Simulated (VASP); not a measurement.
Crystal: CuO.

```
Cu O
1.0
     0.18960   -2.17229   -2.04314
    -2.01972    0.10630   -1.95984
     2.38320    2.28584   -4.38944
Cu O
2 2
Cartesian
  0.1715 0.1749 -4.1029
  -1.7484 -1.9559 -4.0297
  0.4097 0.0276 -6.3425
  0.1667 0.0172 -2.1166
```

Base run:

* Program: VASP 6.6.1
* Functional: r2SCAN
* Potentials or basis: VASP PAW PBE potentials, release 64 (Cu, O)
* Cutoff: 520 eV
* k mesh: 10 × 10 × 5
* Occupations: fermi-dirac, width 0.05 eV
* Spin: no spin polarisation
* Hubbard terms: Cu d U = 4.0 eV

Its results: band gap on the k mesh zero (bands 17 and 18 overlap by 0.74 eV); pressure -12.6 GPa; largest force 1.521 eV/Å.

Task: The run is repeated on the same cell with these changes: hubbard terms from Cu d U = 4.0 eV to Cu d U = 6.0 eV; further incar settings from ALGO = Normal; EDIFF = 1e-06; NBANDS = 25 to ALGO = Normal; EDIFF = 1e-07; NBANDS = 25. What comes out?

Result: Band gap on the k mesh zero (bands 17 and 18 overlap by 0.70 eV); pressure -13.7 GPa; largest force 1.423 eV/Å.

Caveats: the cell stands under tension; the PAW data sets were made with another functional, which shifts forces and pressure a little; U without spin polarisation on a metal has little footing.
